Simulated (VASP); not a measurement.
A run of VASP 6.6.1 is set up as follows.

Contents of INCAR:

```
SYSTEM = Ta
PREC = Accurate
ENCUT = 520
EDIFF = 1E-8
ISMEAR = -1
SIGMA = 0.08
LREAL = .FALSE.
LASPH = .TRUE.
NELM = 60
ALGO = Normal
ISIF = 2
LWAVE = .FALSE.
LCHARG = .FALSE.
GGA = PE
LEFG = .TRUE.
NBANDS = 12
```

File KPOINTS:

```
regular mesh
0
G
  17 17 17
  0 0 0
```

POSCAR

```
Ta
1.0
   -1.6017416000      1.6512800000      1.6512800000
    1.6512800000     -1.6017416000      1.6512800000
    1.6512800000      1.6512800000     -1.6017416000
Ta
1
Direct
    0.0000000000      0.0000000000      0.0000000000
```

Potentials or basis: VASP PAW PBE potentials, release 64 (Ta_pv).

The run is started by

```bash
$ cat potpaw_PBE.64/Ta_pv/POTCAR > POTCAR
$ mpirun -np 1 vasp_std > vasp.out
```

(1) Predict the pressure.

Answers

(1) 3.7 GPa.

Caveat: the cell differs from its parent crystal (equal xy, yz and zx shear strains of +3 %); without QUAD_EFG the Cq values of the log hold for a quadrupole moment of 1 mb, not for the nuclei.
